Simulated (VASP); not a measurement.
Set up this calculation in VASP 6.6.1, as the native input.

```yaml
Task: single point
Functional: r2SCAN
Potentials_or_basis: VASP PAW PBE potentials, release 64 (Ta_sv_GW, N)
Cutoff: 770 eV
k_mesh: 10 × 10 × 10
Occupations: fermi-dirac, width 0.05 eV
Spin: no spin polarisation
Dipole_correction: no
Further_INCAR_settings: ALGO = Normal; EDIFF = 1e-06; NBANDS = 16
```

TaN:

```
Ta N
1.0
     0.00000    2.18783    2.18783
     2.18783    0.00000    2.18783
     2.18783    2.18783    0.00000
Ta N
1 1
Direct
  0.50000 0.50000 0.50000
  0.00000 0.00000 0.00000
```

The input as run:

POSCAR

```
TaN
1.0
    0.0000000000      2.1878342998      2.1878342998
    2.1878342998      0.0000000000      2.1878342998
    2.1878342998      2.1878342998      0.0000000000
Ta N
1 1
Direct
    0.5000000000      0.5000000000      0.5000000000
    0.0000000000      0.0000000000      0.0000000000
```

INCAR.step1

```
SYSTEM = TaN
PREC = Accurate
ENCUT = 770
ISMEAR = -1
SIGMA = 0.05
LREAL = .False.
LASPH = .True.
NELM = 120
NBANDS = 16
GGA = PE
ALGO = Normal
EDIFF = 1E-5
LWAVE = .True.
LCHARG = .False.
GGA_COMPAT = .False.
```

INCAR.step2

```
SYSTEM = TaN
PREC = Accurate
ENCUT = 770
EDIFF = 1E-6
ISMEAR = -1
SIGMA = 0.05
LREAL = .False.
LASPH = .True.
NELM = 120
ALGO = Normal
ISIF = 2
LWAVE = .False.
LCHARG = .False.
METAGGA = R2SCAN
LMIXTAU = .True.
NBANDS = 16
ISTART = 1
GGA_COMPAT = .False.
```

KPOINTS

```
Automatic mesh
0
Gamma
  10 10 10
  0 0 0
```

Potentials or basis: VASP PAW PBE potentials, release 64 (Ta_sv_GW, N).

The run is started by

```console
$ cat potpaw_PBE.64/Ta_sv_GW/POTCAR potpaw_PBE.64/N/POTCAR > POTCAR
$ cp INCAR.step1 INCAR
$ mpirun -np 1 vasp_std > vasp.out
$ cp INCAR.step2 INCAR
$ mpirun -np 1 vasp_std > vasp.out
```

It gave:

| Item | Value |
| --- | --- |
| Pressure | 5.0 GPa |
| Band gap on the k mesh | zero (bands 9 and 10 overlap by 4.18 eV) |

Caveat: the cell stands under pressure; the PAW data sets were made with another functional, which shifts forces and pressure a little; spin-orbit coupling is left out, which moves the levels of the heavy elements.

Run time: 80 s on 1 thread of Intel(R) Xeon(R) Platinum 8259CL CPU @ 2.50GHz (Skylake/Cascade Lake), with other jobs on the host, peak memory 0.19 GiB.
